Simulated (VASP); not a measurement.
# FeO in VASP: a series of runs

Runs on FeO. Level: PBE. Tasks: single point.

All numbers are computed with VASP 6.6.1; they aren't measurements. Logs are shortened: lines on timing, memory, paths and dates and some standing lists are left out, and cuts for length are marked.

## 1. The cell of the first run

The structure is cubic, space group Fm-3m (No. 225). The conventional cell has a = 4.448 Å, b = 4.448 Å, c = 4.448 Å, α = 90.00°, β = 90.00°, γ = 90.00°. Fe (site symmetry m-3m) has 6 O at 2.22 Å within 2.9 Å. Within 2.9 Å of O (site symmetry m-3m) lie 6 Fe at 2.22 Å.

## 2. Single point, PBE, collinear spin, ferromagnetic start (11.00 Å³/atom)

Input file INCAR:

```
  ALGO = Normal
  EDIFF = 1E-7
  ENCUT = 520
  GGA = PE
  ISIF = 2
  ISMEAR = 0
  ISPIN = 2
  LASPH = T
  LCHARG = F
  LMAXMIX = 4
  LORBIT = 11
  LREAL = F
  LWAVE = F
  MAGMOM = 3.83 0
  NBANDS = 18
  NELM = 150
  PREC = Accurate
  SIGMA = 0.05
```

Input file KPOINTS:

```
k-points
0
Gamma
  14 14 14
```

Input file POSCAR:

```
FeO
1.0
    0.0000000000      2.2237987247      2.2237987247
    2.2237987247      0.0000000000      2.2237987247
    2.2237987247      2.2237987247      0.0000000000
Fe O
1 1
Direct
    0.0000000000      0.0000000000      0.0000000000
    0.5000000000      0.5000000000      0.5000000000
```

Potentials or basis: VASP PAW PBE potentials, release 64 (Fe, O).

Command:

```bash
> cat potpaw_PBE.64/Fe/POTCAR potpaw_PBE.64/O/POTCAR > POTCAR
> mpirun -np 1 vasp_std > vasp.out
```

OUTCAR:

```text
EDIFF = 1E-7
   ENCUT = 520
   GGA = PE
   ISIF = 2
   ISMEAR = 0
   ISPIN = 2
   LASPH = T
   LORBIT = 11
   LREAL = F
   NELM = 150
   PREC = Accurate

 ion  position               nearest neighbor table
   1  0.000  0.000  0.000-   2 2.22   2 2.22   2 2.22   2 2.22   2 2.22   2 2.22
   2  0.500  0.500  0.500-   1 2.22   1 2.22   1 2.22   1 2.22   1 2.22   1 2.22

  LATTYP: Found a face centered cubic cell.
 ALAT       =     4.4475974494

  Lattice vectors:

 A1 = (   0.0000000000,   2.2237987247,   2.2237987247)
 A2 = (   2.2237987247,   0.0000000000,   2.2237987247)
 A3 = (   2.2237987247,   2.2237987247,   0.0000000000)

Analysis of symmetry for initial positions (statically):
=====================================================================
 Subroutine PRICEL returns:
 Original cell was already a primitive cell.

 Routine SETGRP: Setting up the symmetry group for a
 face centered cubic supercell.

 Subroutine GETGRP returns: Found 48 space group operations
 (whereof 48 operations were pure point group operations)
 out of a pool of 48 trial point group operations.

The static configuration has the point symmetry O_h .

Analysis of symmetry for dynamics (positions and initial velocities):
=====================================================================
 Subroutine PRICEL returns:
 Original cell was already a primitive cell.

 Routine SETGRP: Setting up the symmetry group for a
 face centered cubic supercell.

 Subroutine GETGRP returns: Found 48 space group operations
 (whereof 48 operations were pure point group operations)
 out of a pool of 48 trial point group operations.

The dynamic configuration has the point symmetry O_h .

Analysis of structural, dynamic, and magnetic symmetry:
=====================================================================
 Subroutine PRICEL returns:
 Original cell was already a primitive cell.

 Routine SETGRP: Setting up the symmetry group for a
 face centered cubic supercell.

 Subroutine GETGRP returns: Found 48 space group operations
 (whereof 48 operations were pure point group operations)
 out of a pool of 48 trial point group operations.

The overall configuration has the point symmetry O_h .

 Subroutine INISYM returns: Found 48 space group operations
 (whereof 48 operations are pure point group operations),
 and found     1 'primitive' translations

----------------------------------------------------------------------------------------

                                     Primitive cell

  volume of cell :      21.9946

  direct lattice vectors                    reciprocal lattice vectors
     0.000000000  2.223798725  2.223798725    -0.224840492  0.224840492  0.224840492
     2.223798725  0.000000000  2.223798725     0.224840492 -0.224840492  0.224840492
     2.223798725  2.223798725  0.000000000     0.224840492  0.224840492 -0.224840492

  length of vectors
     3.144926316  3.144926316  3.144926316     0.389435156  0.389435156  0.389435156

  position of ions in fractional coordinates (direct lattice)
     0.000000000  0.000000000  0.000000000
     0.500000000  0.500000000  0.500000000

  ion indices of the primitive-cell ions
   primitive index   ion index
                 1           1
                 2           2

----------------------------------------------------------------------------------------

 KPOINTS: k-points

Automatic generation of k-mesh.
 Grid dimensions read from file:
 generate k-points for:   14   14   14

 Generating k-lattice:

  Cartesian coordinates                     Fractional coordinates (reciprocal lattice)
    -0.016060035  0.016060035  0.016060035     0.071428571  0.000000000  0.000000000
     0.016060035 -0.016060035  0.016060035     0.000000000  0.071428571  0.000000000
     0.016060035  0.016060035 -0.016060035     0.000000000  0.000000000  0.071428571

  Length of vectors
     0.027816797  0.027816797  0.027816797

  Shift w.r.t. Gamma in fractional coordinates (k-lattice)
     0.000000000  0.000000000  0.000000000

 Subroutine IBZKPT returns following result:
 ===========================================

 Found    104 irreducible k-points:

 Following reciprocal coordinates:
            Coordinates               Weight
  0.000000  0.000000  0.000000      1.000000
  0.071429  0.000000  0.000000      8.000000
  0.142857  0.000000  0.000000      8.000000
  0.214286  0.000000  0.000000      8.000000
  0.285714  0.000000  0.000000      8.000000
  0.357143  0.000000  0.000000      8.000000
[... 16 lines left out ...]
  0.214286  0.142857  0.000000     24.000000
  0.285714  0.142857  0.000000     24.000000
 [... further k-points ...]
   k-points           NKPTS =    104   k-points in BZ     NKDIM =    104   number of bands    NBANDS=     18
   number of dos      NEDOS =    301   number of ions     NIONS =      2
   total plane-waves  NPLWV =  13824
   dimension x,y,z NGX =    24 NGY =   24 NGZ =   24
   dimension x,y,z NGXF=    48 NGYF=   48 NGZF=   48
   ions per type =               1   1
   NGX,Y,Z   is equivalent  to a cutoff of  12.69, 12.69, 12.69 a.u.
   NGXF,Y,Z  is equivalent  to a cutoff of  25.37, 25.37, 25.37 a.u.
 SYSTEM =  unknown system
   PREC   = accura    normal or accurate (medium, high low for compatibility)
   ISTART =      0    job   : 0-new  1-cont  2-samecut
   ICHARG =      2    charge: 1-file 2-atom 10-const
   ISPIN  =      2    spin polarized calculation?
   LNONCOLLINEAR =      F non collinear calculations
   LSORBIT =      F    spin-orbit coupling
   LASPH  =      T    aspherical Exc in radial PAW
   ENCUT  =  520.0 eV  38.22 Ry    6.18 a.u.   5.85  5.85  5.85*2*pi/ulx,y,z
   NELM   =    150;   NELMIN=  2; NELMDL= -5     # of ELM steps
   EDIFF  = 0.1E-06   stopping-criterion for ELM
   LREAL  =      F    real-space projection
   EDIFFG = 0.1E-05   stopping-criterion for IOM
   NSW    =      0    number of steps for IOM
   IBRION =     -1    ionic relax: 0-MD 1-quasi-New 2-CG
   NFREE  =      0    steps in history (QN), initial steepest desc. (CG)
   ISIF   =      2    stress and relaxation
   ISYM   =      2    0-nonsym 1-usesym 2-fastsym
   POTIM  = 0.5000    time-step for ionic-motion
   TEBEG  =    0.0;   TEEND  =   0.0 temperature during run
   PSTRESS=    0.0 pullay stress
   NELECT =      14.0000    total number of electrons
   NUPDOWN=      -1.0000    fix difference up-down
   EMIN   =  10.00;   EMAX   =-10.00  energy-range for DOS
   EFERMI =   0.00;   METHOD = LEGACY
   ISMEAR =     0;   SIGMA  =   0.05  broadening in eV -4-tet -1-fermi 0-gaus
   EFERMI_NEDOS =   21; number of points for ismear=-14 and -15
   IALGO  =     38    algorithm
   IMIX   =      4    mixing-type and parameters
     AMIX     =   0.40;   BMIX     =  1.00
     AMIX_MAG =   1.60;   BMIX_MAG =  1.00
  volume/ion in A,a.u.               =      11.00        74.21
  Fermi-wavevector in a.u.,A,eV,Ry     =   1.408247  2.661200 26.982508  1.983158
  Thomas-Fermi vector in A             =   2.530424
   LORBIT       =     11    0 simple, 1 ext, 2 COOP (PROOUT), +10 PAW based schemes
   GGA     = PE    functional components
   LHFCALC =     F    Hartree Fock is set to
   AEXX    =    0.0000 exact exchange contribution
   IVDW    =     0    specifies the selected vdW correction
   LEPSILON=     F    determine dielectric tensor
   LRPA    =     F    only Hartree local field effects (RPA)
 spin polarized calculation
 Gauss-broadening in eV      SIGMA  =   0.05
  energy-cutoff  :      520.00
  volume of cell :       21.99
 maximum number of plane-waves:       609
   NGX = 11   NGY = 11   NGZ = 11

 number of electron      13.9999993 magnetization       4.0025757

 Free energy of the ion-electron system (eV)
  ---------------------------------------------------
  ext. energy  EPLUGINS =         0.00000000
  ---------------------------------------------------
  free energy    TOTEN  =       -14.83658375 eV

  energy without entropy =      -14.83438530  energy(sigma->0) =      -14.83548452

 E-fermi :   5.2140     XC(G=0): -11.6544

 val. band max:        5.2111480787   @ k =  -0.2857   0.3571   0.1429
 cond. band min:       5.2315295981   @ k =   0.0714   0.0000   0.0000
 fundamental gap:      0.0203815195
 Fermi energy:         5.2140242638

 spin component 1

 k-point     1 :       0.0000    0.0000    0.0000
  band No.  band energies     occupation
      1     -14.7660      1.00000
      2       1.4291      1.00000
      3       1.4291      1.00000
      4       1.4291      1.00000
      5       1.5499      1.00000
      6       1.5499      1.00000
[... 10 lines left out ...]
     17      24.2052      0.00000
     18      27.7936      0.00000

 k-point     2 :       0.0714    0.0000    0.0000
  band No.  band energies     occupation
      1     -14.7236      1.00000
      2       1.0231      1.00000
      3       1.0408      1.00000
      4       1.0408      1.00000
      5       1.4742      1.00000
      6       1.4742      1.00000
[... 10 lines left out ...]
     17      24.9731      0.00000
     18      28.4961      0.00000

 k-point     3 :       0.1429    0.0000    0.0000
  band No.  band energies     occupation
      1     -14.6033      1.00000
      2       0.1987      1.00000
      3       0.4998      1.00000
      4       0.4998      1.00000
      5       1.5589      1.00000
      6       1.5589      1.00000
[... 412 lines left out ...]
 k-point    23 :       0.2143    0.1429    0.0000
  band No.  band energies     occupation
      1     -14.4326      1.00000
      2      -0.8785      1.00000
      3       0.5262      1.00000
      4       0.6056      1.00000
      5       1.3301      1.00000
      6       1.7092      1.00000
[... 10 lines left out ...]
     17      28.6293      0.00000
     18      29.5091      0.00000

 k-point    24 :       0.2857    0.1429    0.0000
  band No.  band energies     occupation
      1     -14.2630      1.00000
      2      -1.3427      1.00000
      3      -0.0266      1.00000
      4       0.1855      1.00000
      5       1.4505      1.00000
      6       1.8695      1.00000
[... 10 lines left out ...]
     17      30.4402      0.00000
     18      31.1308      0.00000

 [... further k-points ...]

 spin component 2

 k-point     1 :       0.0000    0.0000    0.0000
  band No.  band energies     occupation
      1     -14.2642      1.00000
      2       2.2693      1.00000
      3       2.2693      1.00000
      4       2.2693      1.00000
      5       4.5950      1.00000
      6       4.5953      1.00000
[... 10 lines left out ...]
     17      25.7509      0.00000
     18      28.8103      0.00000

 k-point     2 :       0.0714    0.0000    0.0000
  band No.  band energies     occupation
      1     -14.2212      1.00000
      2       1.8646      1.00000
      3       2.1366      1.00000
      4       2.1366      1.00000
      5       4.6506      1.00000
      6       4.6508      1.00000
[... 10 lines left out ...]
     17      26.3329      0.00000
     18      29.6032      0.00000

 k-point     3 :       0.1429    0.0000    0.0000
  band No.  band energies     occupation
      1     -14.0994      1.00000
      2       1.0122      1.00000
      3       1.8188      1.00000
      4       1.8189      1.00000
      5       4.7658      1.00000
      6       4.7885      1.00000
[... 412 lines left out ...]
 k-point    23 :       0.2143    0.1429    0.0000
  band No.  band energies     occupation
      1     -13.9246      1.00000
      2       0.1394      1.00000
      3       1.6125      1.00000
      4       1.6809      1.00000
      5       4.3426      1.00000
      6       5.2426      0.20962
[... 10 lines left out ...]
     17      29.7056      0.00000
     18      30.6506      0.00000

 k-point    24 :       0.2857    0.1429    0.0000
  band No.  band energies     occupation
      1     -13.7514      1.00000
      2      -0.4405      1.00000
      3       1.1954      1.00000
      4       1.3928      1.00000
      5       4.4586      1.00000
      6       5.3771      0.00000
[... 10 lines left out ...]
     17      31.2080      0.00000
     18      32.1035      0.00000

 [... further k-points ...]

------------------------ aborting loop because EDIFF is reached ----------------------------------------

  FORCE on cell =-STRESS in cart. coord.  units (eV):
  Direction    XX          YY          ZZ          XY          YZ          ZX
  --------------------------------------------------------------------------------------
  -------------------------------------------------------------------------------------
  Total       -1.9625445     -1.9625445     -1.9625445     -0.0000000      0.0000000      0.0000000
  in kB     -142.9597115   -142.9597115   -142.9597115     -0.0000000      0.0000000      0.0000000
  external PRESSURE =    -142.9597115 kB  Pullay stress =       0.0000000 kB

 VOLUME and BASIS-vectors are now :
 -----------------------------------------------------------------------------
  energy-cutoff  :      520.00
  volume of cell :       21.99
      direct lattice vectors                 reciprocal lattice vectors
     0.000000000  2.223798725  2.223798725    -0.224840492  0.224840492  0.224840492
     2.223798725  0.000000000  2.223798725     0.224840492 -0.224840492  0.224840492
     2.223798725  2.223798725  0.000000000     0.224840492  0.224840492 -0.224840492

 POSITION                                       TOTAL-FORCE (eV/Angst)
 -----------------------------------------------------------------------------------
      0.00000      0.00000      0.00000         0.000000      0.000000      0.000000
      2.22380      2.22380      2.22380         0.000000     -0.000000      0.000000
 -----------------------------------------------------------------------------------
    total drift:                                0.000000     -0.000000      0.000000

  FREE ENERGIE OF THE ION-ELECTRON SYSTEM (eV)
  ---------------------------------------------------
  free  energy   TOTEN  =       -14.8365837488 eV

  energy  without entropy=      -14.8343852983  energy(sigma->0) =      -14.83548452

 total charge

# of ion       s       p       d       tot
------------------------------------------
    1        0.264   0.300   6.029   6.593
    2        1.557   3.390   0.000   4.946
--------------------------------------------------
tot          1.821   3.690   6.029  11.539

 magnetization (x)

# of ion       s       p       d       tot
------------------------------------------
    1        0.027   0.019   3.586   3.632
    2        0.027   0.258   0.000   0.284
--------------------------------------------------
tot          0.054   0.277   3.586   3.916
```

Run time: 49 s. Hardware: 1 thread of Intel Xeon 6975P-C (Granite Rapids), shared host; peak memory 0.19 GiB.

Results:

```yaml
Free_energy: -14.8366 eV
Pressure: -14.3 GPa
Band_gap_on_the_k_mesh: zero (filled and empty bands overlap)
Net_moment: 4.00 μB per cell
Site_moments: Fe +3.63; O +0.28 μB
Valence_electrons_inside_the_program's_atomic_spheres: Fe 6.59; O 4.95
```

Levels at points of the mesh, in eV from the Fermi level:
Spin up:
| k point | band 6 | band 7 | band 8 | band 9 | band 10 | band 11 | band 12 | band 13 |
| --- | --- | --- | --- | --- | --- | --- | --- | --- |
| (0.00, 0.00, 0.00) | -3.66 | -3.46 | -3.46 | -3.46 | -0.37 | 15.14 | 16.29 | 16.29 |
| (0.50, 0.00, 0.00) | -3.12 | -2.59 | -0.60 | -0.60 | 3.86 | 7.60 | 11.89 | 11.89 |
| (0.50, 0.50, 0.00) | -3.34 | -3.01 | -2.90 | -2.90 | 4.62 | 8.16 | 10.31 | 13.65 |
Spin down:
```
           k point  band 1  band 2  band 3  band 4  band 5  band 6  band 7  band 8  band 9  band 10
(0.00, 0.00, 0.00)  -19.48   -2.94   -2.94   -2.94   -0.62   -0.62   -0.62    0.23    0.23     0.41
(0.50, 0.00, 0.00)  -18.51   -7.26   -4.61   -4.61    0.33    0.33    0.50    2.45    2.45     4.33
(0.50, 0.50, 0.00)  -18.48   -6.24   -4.01   -4.01   -1.78    0.62    0.62    0.69    0.93     5.95
```

Caveat: the cell stands under tension; a cell with one magnetic atom can't hold antiferromagnetic order, which such compounds often take; semilocal functionals often make such compounds metallic where correlation or magnetic order opens a gap, which also shifts bond lengths. With open d or f shells a metallic result of PBE can be an artefact of self-interaction; +U or a hybrid may open a gap.

## 3. Single point, PBE, collinear spin, ferromagnetic start (atom 2 (O) moved 0.12 Å along x)

Input file INCAR:

```
PREC = Accurate
ENCUT = 520
EDIFF = 1E-6
ISMEAR = 0
SIGMA = 0.05
LREAL = False
LASPH = True
NELM = 150
ALGO = Normal
ISIF = 2
LWAVE = False
LCHARG = True
ISPIN = 2
MAGMOM = 3.79 0
LORBIT = 11
LMAXMIX = 4
GGA = PE
LELF = True
LVHAR = True
NBANDS = 18
```

Input file KPOINTS:

```
Automatic mesh
0
Gamma
  14 14 14
```

Input file POSCAR:

```
FeO
1.0
    0.0000000000      2.1542589956      2.1542589956
    2.1542589956      0.0000000000      2.1542589956
    2.1542589956      2.1542589956      0.0000000000
Fe O
1 1
Direct
    0.0000000000      0.0000000000      0.0000000000
    0.4721481957      0.5278518043      0.5278518043
```

Potentials or basis: VASP PAW PBE potentials, release 64 (Fe, O).

Command:

```bash
> cat potpaw_PBE.64/Fe/POTCAR potpaw_PBE.64/O/POTCAR > POTCAR
> mpirun -np 1 vasp_std > vasp.out
```

It took 79 s on 1 thread of Intel Xeon 6975P-C (Granite Rapids), shared host; peak memory 0.25 GiB.

Results (log left out):

- Free energy: -14.9078 eV
- Pressure: 1.3 GPa
- Largest force: 0.420 eV/Å
- Band gap on the k mesh: zero (filled and empty bands overlap)
- Net moment: 4.00 μB per cell
- Site moments: Fe +3.61; O +0.30 μB
- Valence electrons inside the program's atomic spheres: Fe 6.75; O 5.00

Forces in eV/Å, atoms in the order of the input:
```
Fe   0.420  0.000  0.000
O   -0.420  0.000  0.000
```

Stress tensor (GPa, compression positive):
```
3.88 0.00 0.00
0.00 0.01 0.00
0.00 0.00 0.01
```

Levels at points of the mesh, in eV from the Fermi level:
Spin up:
```
           k point  band 6  band 7  band 8  band 9  band 10  band 11  band 12  band 13
(0.00, 0.00, 0.00)   -3.66   -3.33   -3.33   -2.93     0.08    15.39    16.97    16.97
(0.50, 0.00, 0.00)   -3.06   -2.49   -0.37   -0.36     4.16     8.41    12.59    12.68
(0.50, 0.50, 0.00)   -3.11   -2.79   -2.78   -2.77     5.25     8.75    10.65    14.82
(0.00, 0.50, 0.50)   -3.27   -2.79   -2.79   -2.79     5.19     8.92    10.78    14.74
```
Spin down:
```csv
k point,band 1,band 2,band 3,band 4,band 5,band 6,band 7,band 8,band 9,band 10
"(0.00, 0.00, 0.00)",-20.22,-3.45,-3.35,-3.35,-0.73,-0.59,-0.59,0.20,0.40,0.90
"(0.50, 0.00, 0.00)",-19.04,-8.00,-5.17,-5.14,0.38,0.42,0.61,2.67,2.74,4.74
"(0.50, 0.50, 0.00)",-19.02,-6.88,-4.57,-4.49,-1.91,0.74,0.75,0.79,1.13,6.61
"(0.00, 0.50, 0.50)",-19.03,-6.88,-4.42,-4.42,-2.11,0.75,0.75,0.75,1.09,6.48
```

Caveat: the cell differs from its parent crystal (atom 2 (O) moved 0.12 Å along x); a cell with one magnetic atom can't hold antiferromagnetic order, which such compounds often take; semilocal functionals often make such compounds metallic where correlation or magnetic order opens a gap, which also shifts bond lengths.

[end of part 1 of 2]
